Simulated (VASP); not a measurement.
Write the native input for VASP 6.6.1 that does the following.

| Item | Value |
| --- | --- |
| Task | single point |
| Functional | PBE |
| Potentials or basis | VASP PAW PBE potentials, release 64 (F) |
| Cutoff | 520 eV |
| k mesh | 10 × 10 × 4 |
| Occupations | fermi-dirac, width 0.99 eV |
| Spin | no spin polarisation |
| Dipole correction | no |
| Further INCAR settings | ALGO = Normal; EDIFF = 1e-06; NBANDS = 22 |

The structure of F lies in POSCAR:

```
F
1.0
    2.7500000000     -1.6400000000      0.0000000000
    2.7500000000      1.6400000000      0.0000000000
   -1.5347200000      0.0000000000      7.1163900000
F
4
Direct
    0.9680000000      0.6020000000      0.0997000000
    0.3980000000      0.0320000000      0.4003000000
    0.0320000000      0.3980000000      0.9003000000
    0.6020000000      0.9680000000      0.5997000000
```

One way to write it, as run:

INCAR

```
SYSTEM = F
PREC = Accurate ; ENCUT = 520
EDIFF = 1E-6 ; ISMEAR = -1
SIGMA = 0.99 ; LREAL = .False.
LASPH = .True. ; NELM = 60
ALGO = Normal ; ISIF = 2
LWAVE = .False. ; LCHARG = .False.
GGA = PE ; NBANDS = 22
```

KPOINTS

```
Automatic mesh
0
Gamma
  10 10 4
  0 0 0
```

Potentials or basis: VASP PAW PBE potentials, release 64 (F).

Command:

```bash
$ cat potpaw_PBE.64/F/POTCAR > POTCAR
$ mpirun -np 1 vasp_std > vasp.out
```

It gave:

```
Pressure               : 8.5 GPa
Largest force          : 3.248 eV/Å
Band gap on the k mesh : 2.32 eV
```

Caveat: the cell stands under pressure; forces of over 1 eV/Å act on the atoms, so gaps and moduli don't describe the material at rest.

Wall time 50 s on 1 thread of Intel(R) Xeon(R) Platinum 8488C (Sapphire Rapids), with other jobs on the host, peak memory 0.24 GiB.
